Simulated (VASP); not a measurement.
Input of a VASP 6.6.1 run:

Contents of INCAR:

```
ALGO = Normal
EDIFF = 1E-6
ENCUT = 500
GGA = PE
GGA_COMPAT = F
ISIF = 2
ISMEAR = 0
LASPH = T
LCHARG = F
LMAXMIX = 6
LREAL = F
LWAVE = F
NBANDS = 40
NELM = 200
PREC = Accurate
SIGMA = 0.2
```

KPOINTS

```
k-points
0
Gamma
  4 4 2
```

Contents of POSCAR:

```
TmB3Au
1.0
    2.8442698567     -2.6943086700      0.0000000000
    2.8442698567      2.6943086700      0.0000000000
    0.0000000000      0.0000000000      9.4532114712
Tm B Au
2 6 2
Direct
    0.1398298212      0.8601701788      0.2500000000
    0.8601701788      0.1398298212      0.7500000000
    0.8651536626      0.8651536626      0.0000000000
    0.1348463374      0.1348463374      0.5000000000
    0.1348463374      0.1348463374      0.0000000000
    0.8651536626      0.8651536626      0.5000000000
    0.6444671314      0.3555328686      0.2500000000
    0.3555328686      0.6444671314      0.7500000000
    0.5000000000      0.5000000000      0.0000000000
    0.5000000000      0.5000000000      0.5000000000
```

Potentials or basis: VASP PAW PBE potentials, release 64 (Tm_3, B, Au), 4f in core.

Command:

```sh
$ cat potpaw_PBE.64/Tm_3/POTCAR potpaw_PBE.64/B/POTCAR potpaw_PBE.64/Au/POTCAR > POTCAR
$ mpirun -np 1 vasp_std > vasp.out
```

(1) What does it give for the band gap on the k mesh?

(2) Predict the largest force.

(3) Estimate the pressure.

Results:

(1) zero (bands 29 and 30 overlap by 1.46 eV).

(2) 0.023 eV/Å.

(3) 0.2 GPa.

Caveat: the k points lie up to 0.40 Å⁻¹ apart, too coarse for converged energies and pressures of a metal; spin-orbit coupling is left out, which moves the levels of the heavy elements; the 4f electrons are frozen in the core, so they carry no moment and show no levels.
